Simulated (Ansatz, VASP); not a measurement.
# KMgF3: VASP beside Ansatz

```
K Mg F
1.0
     3.86632    0.00000    0.00000
     0.00000    3.86632    0.00000
     0.00000    0.00000    3.98590
K Mg F
1 1 3
Cartesian
  1.9332 1.9332 1.9929
  0.0000 0.0000 0.0000
  1.9332 0.0000 0.0000
  0.0000 1.9332 0.0000
  0.0000 0.0000 1.9929
```

Change from the starting cell: strain -0.030 along x and y, +0.000 along z, atoms carried along.

Alike in both runs: task single point; functional PBE; k mesh 6 × 6 × 6; occupations gaussian, width 0.05 eV; no spin polarisation.

|  | VASP | Ansatz |
| --- | --- | --- |
| version | VASP 6.6.1 | Ansatz 0.2.0 |
| potentials or method | VASP PAW PBE potentials, release 64 (K_sv, Mg, F), cutoff 520 eV | scalar-relativistic, plane waves, PAW |
| valence electrons in the cell | 32 | 40 |

Ansatz gave:

```
gap on the k mesh at the Fermi level (eV)                     : 7.79
least direct gap on the mesh (eV)                             : 8.13
pressure (GPa)                                                : 9.6
traceless stress, the component that is largest in VASP (GPa) : -2.65
```

Q: Which values does VASP return?

A: gap on the k mesh at the Fermi level (eV): 7.76; least direct gap on the mesh (eV): 8.10; pressure (GPa): 9.2; traceless stress, the component that is largest in VASP (GPa): -2.66.

The functional is the same, so the differences come from potentials, cutoffs and numerics. VASP's potentials hold 32 valence electrons a cell and Ansatz's 40, so a difference there can come from the potentials and not from the codes.
